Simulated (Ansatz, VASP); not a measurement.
SiO2 in VASP and in Ansatz

INCAR

```
  ALGO = Normal
  EDIFF = 1E-6
  ENCUT = 520
  GGA = PE
  ISIF = 2
  ISMEAR = 0
  LASPH = T
  LCHARG = T
  LELF = T
  LREAL = F
  LVHAR = T
  LWAVE = F
  NBANDS = 34
  NELM = 60
  PREC = Accurate
  SIGMA = 0.02
```

Contents of KPOINTS:

```
k-points
0
Gamma
  6 6 4
```

The input POSCAR:

```
SiO2
1.0
    5.0605222284      0.0000000000      0.0000000000
   -2.5302611142      4.3825408062      0.0000000000
    0.0000000000      0.0000000000      5.5413533100
Si O
3 6
Direct
    0.0000000000      0.5000000000      0.3333333333
    0.5000000000      0.5000000000      0.6666666667
    0.5000000000      0.0000000000      0.0000000000
    0.5827892600      0.7913946300      0.8333333333
    0.7913946300      0.5827892600      0.5000000000
    0.7913946300      0.2086053700      0.1666666667
    0.4172107400      0.2086053700      0.8333333333
    0.2086053700      0.4172107400      0.5000000000
    0.2086053700      0.7913946300      0.1666666667
```

Input for Ansatz:

```yaml
crystal:
  lattice:
    - [5.0605222284, 0.0, 0.0]
    - [-2.5302611142, 4.3825408062, 0.0]
    - [0.0, 0.0, 5.54135331]
  atoms:
    - { symbol: Si, position: [0.0, 0.5, 0.3333333333] }
    - { symbol: Si, position: [0.5, 0.5, 0.6666666667] }
    - { symbol: Si, position: [0.5, 0.0, 0.0] }
    - { symbol: O, position: [0.58278926, 0.79139463, 0.8333333333] }
    - { symbol: O, position: [0.79139463, 0.58278926, 0.5] }
    - { symbol: O, position: [0.79139463, 0.20860537, 0.1666666667] }
    - { symbol: O, position: [0.41721074, 0.20860537, 0.8333333333] }
    - { symbol: O, position: [0.20860537, 0.41721074, 0.5] }
    - { symbol: O, position: [0.20860537, 0.79139463, 0.1666666667] }
basis:
  ecutwfc: 420
kpoints:
  mp_grid: { grid: [6, 6, 4] }
hamiltonian:
  xc: pbe
scf:
  occupations: { method: gaussian, width: 0.02 }
  mixing: { beta: 0.8 }
  max_iter: 120
  lower_state_search: "off"
  initial_density: { chi_scale: 0, normalization: atom }
output:
  forces: true
  stress: true
  eigenvalues: true
```

Alike in both runs: task single point; functional PBE; k mesh 6 × 6 × 4; occupations gaussian, width 0.02 eV; no spin polarisation.

|  | VASP | Ansatz |
| --- | --- | --- |
| version | VASP 6.6.1 | Ansatz 0.2.0 |
| potentials or method | VASP PAW PBE potentials, release 64 (Si, O), cutoff 520 eV | scalar-relativistic, plane waves, PAW |
| valence electrons in the cell | 48 | 48 |

Ansatz gave:

```
gap on the k mesh at the Fermi level (eV)                     : 5.72
least direct gap on the mesh (eV)                             : 5.91
pressure (GPa)                                                : 5.0
traceless stress, the component that is largest in VASP (GPa) : -0.06
rms of the force components (eV/Å)                            : 0.117
```

Estimate VASP's values.

gap on the k mesh at the Fermi level (eV): 5.72; least direct gap on the mesh (eV): 5.91; pressure (GPa): 5.1; traceless stress, the component that is largest in VASP (GPa): -0.03; rms of the force components (eV/Å): 0.111.

Atom by atom the forces differ by 0.006 eV/Å (rms over components).
